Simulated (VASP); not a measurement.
# Al2Au (Fm-3m) in VASP: notebook, part 2 of 2

VASP 6.6.1.

**3. Electric field gradients, PBE**

INCAR

```
PREC     = Accurate       # precision mode
ENCUT    = 400            # plane-wave cutoff, eV
EDIFF    = 1E-8           # SCF threshold, eV
ISMEAR   = -1             # smearing method
SIGMA    = 0.05           # smearing width, eV
LREAL    = False          # projectors in reciprocal space
LASPH    = True           # aspherical terms in the spheres
NELM     = 120            # most SCF steps
ALGO     = Normal         # electronic algorithm
ISIF     = 2              # what is computed and relaxed
LWAVE    = False          # write WAVECAR
LCHARG   = False          # write CHGCAR
GGA      = PE             # functional
LEFG     = True         
NBANDS   = 16             # bands
GGA_COMPAT= False
```

KPOINTS

```
regular mesh
0
Gamma
  10 10 10
```

POSCAR

```
Al2Au
1.0
    0.0000000000      3.0000000000      3.0000000000
    3.0000000000      0.0000000000      3.0000000000
    3.0000000000      3.0000000000      0.0000000000
Al Au
2 1
Direct
    0.2500000000      0.2500000000      0.2500000000
    0.7500000000      0.7500000000      0.7500000000
    0.0000000000      0.0000000000      0.0000000000
```

Potentials or basis: VASP PAW PBE potentials, release 64 (Al, Au).

The run is started by

```console
> cat potpaw_PBE.64/Al/POTCAR potpaw_PBE.64/Au/POTCAR > POTCAR
> mpirun -np 1 vasp_std > vasp.out
```

OUTCAR:

```text
PREC = Accurate
   ENCUT = 400
   EDIFF = 1E-8
   ISMEAR = -1
   LREAL = False
   LASPH = True
   NELM = 120
   ISIF = 2
   GGA = PE

 ion  position               nearest neighbor table
   1  0.250  0.250  0.250-   3 2.60   3 2.60   3 2.60   3 2.60   2 3.00   2 3.00   2 3.00   2 3.00
                             2 3.00   2 3.00
   2  0.750  0.750  0.750-   3 2.60   3 2.60   3 2.60   3 2.60   1 3.00   1 3.00   1 3.00   1 3.00
                             1 3.00   1 3.00
   3  0.000  0.000  0.000-   2 2.60   2 2.60   2 2.60   1 2.60   2 2.60   1 2.60   1 2.60   1 2.60

  LATTYP: Found a face centered cubic cell.
 ALAT       =     6.0000000000

  Lattice vectors:

 A1 = (   0.0000000000,   3.0000000000,   3.0000000000)
 A2 = (   3.0000000000,   0.0000000000,   3.0000000000)
 A3 = (   3.0000000000,   3.0000000000,   0.0000000000)

Analysis of symmetry for initial positions (statically):
=====================================================================
 Subroutine PRICEL returns:
 Original cell was already a primitive cell.

 Routine SETGRP: Setting up the symmetry group for a
 face centered cubic supercell.

 Subroutine GETGRP returns: Found 48 space group operations
 (whereof 48 operations were pure point group operations)
 out of a pool of 48 trial point group operations.

The static configuration has the point symmetry O_h .

Analysis of symmetry for dynamics (positions and initial velocities):
=====================================================================
 Subroutine PRICEL returns:
 Original cell was already a primitive cell.

 Routine SETGRP: Setting up the symmetry group for a
 face centered cubic supercell.

 Subroutine GETGRP returns: Found 48 space group operations
[... 163 lines left out ...]
      3       1.1985      2.00000
      4       1.1985      2.00000
      5       2.1564      2.00000
      6       2.1564      2.00000
[... 433 lines left out ...]
      3       1.5879      2.00000
      4       1.7564      2.00000
      5       1.9517      2.00000
      6       2.3834      2.00000
[... 8 lines left out ...]
     15      16.8202      0.00000
     16      18.3283      0.00000

 [... further k-points ...]
[... 5 lines left out ...]
  --------------------------------------------------------------------------------------
  -------------------------------------------------------------------------------------
  Total        1.0863332      1.0863332      1.0863332      0.0000000      0.0000000      0.0000000
  in kB       32.2314526     32.2314526     32.2314526      0.0000000      0.0000000      0.0000000
  external PRESSURE =      32.2314526 kB  Pullay stress =       0.0000000 kB

 VOLUME and BASIS-vectors are now :
 -----------------------------------------------------------------------------
  energy-cutoff  :      400.00
  volume of cell :       54.00
      direct lattice vectors                 reciprocal lattice vectors
     0.000000000  3.000000000  3.000000000    -0.166666667  0.166666667  0.166666667
     3.000000000  0.000000000  3.000000000     0.166666667 -0.166666667  0.166666667
     3.000000000  3.000000000  0.000000000     0.166666667  0.166666667 -0.166666667

 POSITION                                       TOTAL-FORCE (eV/Angst)
 -----------------------------------------------------------------------------------
      1.50000      1.50000      1.50000         0.000000      0.000000     -0.000000
      4.50000      4.50000      4.50000        -0.000000     -0.000000     -0.000000
      0.00000      0.00000      0.00000         0.000000      0.000000      0.000000
 -----------------------------------------------------------------------------------
    total drift:                               -0.000000     -0.000000      0.000000

  FREE ENERGIE OF THE ION-ELECTRON SYSTEM (eV)
  ---------------------------------------------------
  free  energy   TOTEN  =       -12.0115110499 eV

  energy  without entropy=      -12.0053187257  energy(sigma->0) =      -12.00841489

 Electric field gradients (V/A^2)
---------------------------------------------------------------------
 ion       V_xx      V_yy      V_zz      V_xy      V_xz      V_yz
---------------------------------------------------------------------
   1      -0.000     0.000     0.000     0.000     0.000     0.000
   2      -0.000     0.000     0.000     0.000     0.000     0.000
   3       0.000    -0.000     0.000    -0.001    -0.001    -0.001
---------------------------------------------------------------------

 Electric field gradients after diagonalization (V/A^2)
 (convention: |V_zz| > |V_xx| > |V_yy|)
----------------------------------------------------------------------
 ion       V_xx      V_yy      V_zz     asymmetry (V_yy - V_xx)/ V_zz
----------------------------------------------------------------------
   1      -0.000    -0.000     0.000       0.000
   2      -0.000    -0.000     0.000       0.000
   3       0.001     0.001    -0.001       0.000
----------------------------------------------------------------------

           NMR quadrupolar parameters

 Cq : quadrupolar parameter    Cq=e*Q*V_zz/h
 eta: asymmetry parameters     (V_yy - V_xx)/ V_zz
 Q  : nuclear electric quadrupole moment in mb (millibarn)
----------------------------------------------------------------------
 ion       Cq(MHz)       eta       Q (mb)
----------------------------------------------------------------------
   1       0.000       0.000       1.000
   2       0.000       0.000       1.000
   3      -0.000       0.000       1.000
----------------------------------------------------------------------
```

OSZICAR:

```text
N       E                     dE             d eps       ncg     rms          rms(c)
DAV:   1     0.446575008588E+02    0.44658E+02   -0.59422E+03  1584   0.704E+02
DAV:   2    -0.121801379496E+02   -0.56838E+02   -0.52262E+02  1888   0.150E+02
DAV:   3    -0.132764015762E+02   -0.10963E+01   -0.10933E+01  1904   0.201E+01
DAV:   4    -0.132845976443E+02   -0.81961E-02   -0.81957E-02  1864   0.202E+00
DAV:   5    -0.132847408693E+02   -0.14322E-03   -0.14323E-03  1928   0.273E-01    0.906E+00
DAV:   6    -0.121158598891E+02    0.11689E+01   -0.45345E+00  1720   0.213E+01    0.403E+00
DAV:   7    -0.120401301199E+02    0.75730E-01   -0.20628E-01  1552   0.444E+00    0.188E+00
DAV:   8    -0.120122625222E+02    0.27868E-01   -0.21288E-02  1848   0.937E-01    0.405E-01
DAV:   9    -0.120113769129E+02    0.88561E-03   -0.24794E-03  1768   0.496E-01    0.180E-01
DAV:  10    -0.120115132380E+02   -0.13633E-03   -0.19590E-04  1712   0.823E-02    0.323E-02
DAV:  11    -0.120115092841E+02    0.39539E-05   -0.56003E-06  1960   0.172E-02    0.131E-02
DAV:  12    -0.120115109336E+02   -0.16494E-05   -0.38269E-06  1656   0.104E-02    0.251E-03
DAV:  13    -0.120115110032E+02   -0.69608E-07   -0.58476E-08  2000   0.200E-03    0.822E-04
DAV:  14    -0.120115110482E+02   -0.45034E-07   -0.16887E-08  1696   0.750E-04    0.164E-04
DAV:  15    -0.120115110499E+02   -0.16323E-08   -0.20443E-10   960   0.113E-04
   1 F= -.12011511E+02 E0= -.12008415E+02  d E =-.619232E-02
```

Run time: 50 s. Hardware: 1 thread of Intel Xeon 8259CL, shared host; peak memory 0.17 GiB.

What came out:

* Free energy: -12.0115 eV
* Pressure: 3.2 GPa

Caveat: without QUAD_EFG the Cq values of the log hold for a quadrupole moment of 1 mb, not for the nuclei.

**4. Electric field gradients, r2SCAN**

POSCAR is that of step 3.

INCAR.step1

```
  PREC = Accurate
  ENCUT = 440
  ISMEAR = -1
  SIGMA = 0.05
  LREAL = F
  LASPH = T
  NELM = 120
  NBANDS = 16
  GGA = PE
  ALGO = Normal
  EDIFF = 1E-5
  LWAVE = T
  LCHARG = F
  GGA_COMPAT = F
```

INCAR.step2

```
  PREC = Accurate
  ENCUT = 440
  EDIFF = 1E-8
  ISMEAR = -1
  SIGMA = 0.05
  LREAL = F
  LASPH = T
  NELM = 120
  ALGO = Normal
  ISIF = 2
  LWAVE = F
  LCHARG = F
  METAGGA = R2SCAN
  LMIXTAU = T
  LEFG = T
  NBANDS = 16
  ISTART = 1
  GGA_COMPAT = F
```

KPOINTS

```
Automatic mesh
0
Gamma
  10 10 10
```

Potentials or basis: VASP PAW PBE potentials, release 64 (Al, Au).

The run is started by

```console
> cat potpaw_PBE.64/Al/POTCAR potpaw_PBE.64/Au/POTCAR > POTCAR
> cp INCAR.step1 INCAR
> mpirun -np 1 vasp_std > vasp.out
> cp INCAR.step2 INCAR
> mpirun -np 1 vasp_std > vasp.out
```

OUTCAR:

```text
PREC = Accurate
   ENCUT = 440
   EDIFF = 1E-8
   ISMEAR = -1
   LREAL = F
   LASPH = T
   NELM = 120
   ISIF = 2
   METAGGA = R2SCAN
   ISTART = 1

 ion  position               nearest neighbor table
   1  0.250  0.250  0.250-   3 2.60   3 2.60   3 2.60   3 2.60   2 3.00   2 3.00   2 3.00   2 3.00
                             2 3.00   2 3.00
   2  0.750  0.750  0.750-   3 2.60   3 2.60   3 2.60   3 2.60   1 3.00   1 3.00   1 3.00   1 3.00
                             1 3.00   1 3.00
   3  0.000  0.000  0.000-   2 2.60   2 2.60   2 2.60   1 2.60   2 2.60   1 2.60   1 2.60   1 2.60

  LATTYP: Found a face centered cubic cell.
 ALAT       =     6.0000000000

  Lattice vectors:

 A1 = (   0.0000000000,   3.0000000000,   3.0000000000)
 A2 = (   3.0000000000,   0.0000000000,   3.0000000000)
 A3 = (   3.0000000000,   3.0000000000,   0.0000000000)

[... 656 lines left out ...]
     0.000000000  3.000000000  3.000000000    -0.166666667  0.166666667  0.166666667
     3.000000000  0.000000000  3.000000000     0.166666667 -0.166666667  0.166666667
     3.000000000  3.000000000  0.000000000     0.166666667  0.166666667 -0.166666667

 POSITION                                       TOTAL-FORCE (eV/Angst)
 -----------------------------------------------------------------------------------
      1.50000      1.50000      1.50000        -0.000000      0.000000     -0.000000
      4.50000      4.50000      4.50000         0.000000     -0.000000      0.000000
      0.00000      0.00000      0.00000         0.000000     -0.000000      0.000000
 -----------------------------------------------------------------------------------
    total drift:                                0.000000     -0.000000     -0.000000

  FREE ENERGIE OF THE ION-ELECTRON SYSTEM (eV)
  ---------------------------------------------------
  free  energy   TOTEN  =       -65.5474486566 eV

  energy  without entropy=      -65.5409160972  energy(sigma->0) =      -65.54418238

 Electric field gradients (V/A^2)
---------------------------------------------------------------------
 ion       V_xx      V_yy      V_zz      V_xy      V_xz      V_yz
---------------------------------------------------------------------
   1       0.000     0.000     0.000    -0.000    -0.000    -0.000
   2       0.000     0.000     0.000    -0.000    -0.000    -0.000
   3      -0.000    -0.000     0.000     0.000     0.000     0.000
---------------------------------------------------------------------

 Electric field gradients after diagonalization (V/A^2)
 (convention: |V_zz| > |V_xx| > |V_yy|)
----------------------------------------------------------------------
 ion       V_xx      V_yy      V_zz     asymmetry (V_yy - V_xx)/ V_zz
----------------------------------------------------------------------
   1       0.000     0.000    -0.000       0.000
   2       0.000     0.000    -0.000       0.000
   3      -0.000    -0.000     0.000       0.000
----------------------------------------------------------------------

           NMR quadrupolar parameters

 Cq : quadrupolar parameter    Cq=e*Q*V_zz/h
 eta: asymmetry parameters     (V_yy - V_xx)/ V_zz
 Q  : nuclear electric quadrupole moment in mb (millibarn)
----------------------------------------------------------------------
 ion       Cq(MHz)       eta       Q (mb)
----------------------------------------------------------------------
   1      -0.000       0.000       1.000
   2      -0.000       0.000       1.000
   3       0.000       0.000       1.000
----------------------------------------------------------------------
```

OUTCAR.step1:

```text
PREC = Accurate
   ENCUT = 440
   ISMEAR = -1
   LREAL = F
   LASPH = T
[... 682 lines left out ...]
      1.50000      1.50000      1.50000         0.000000      0.000000      0.000000
      4.50000      4.50000      4.50000        -0.000000     -0.000000     -0.000000
      0.00000      0.00000      0.00000        -0.000000      0.000000     -0.000000
 -----------------------------------------------------------------------------------
    total drift:                                0.000000     -0.000000     -0.000000

  FREE ENERGIE OF THE ION-ELECTRON SYSTEM (eV)
  ---------------------------------------------------
  free  energy   TOTEN  =       -12.0120734208 eV

  energy  without entropy=      -12.0058820561  energy(sigma->0) =      -12.00897774
```

Wall time 5.2 min (1 thread of Intel Xeon 8259CL, shared host); peak memory 0.18 GiB.

What came out:

```
Free energy : -65.5474 eV
Pressure    : 0.4 GPa
```

Caveat: without QUAD_EFG the Cq values of the log hold for a quadrupole moment of 1 mb, not for the nuclei; the PAW data sets were made with another functional, which shifts forces and pressure a little.
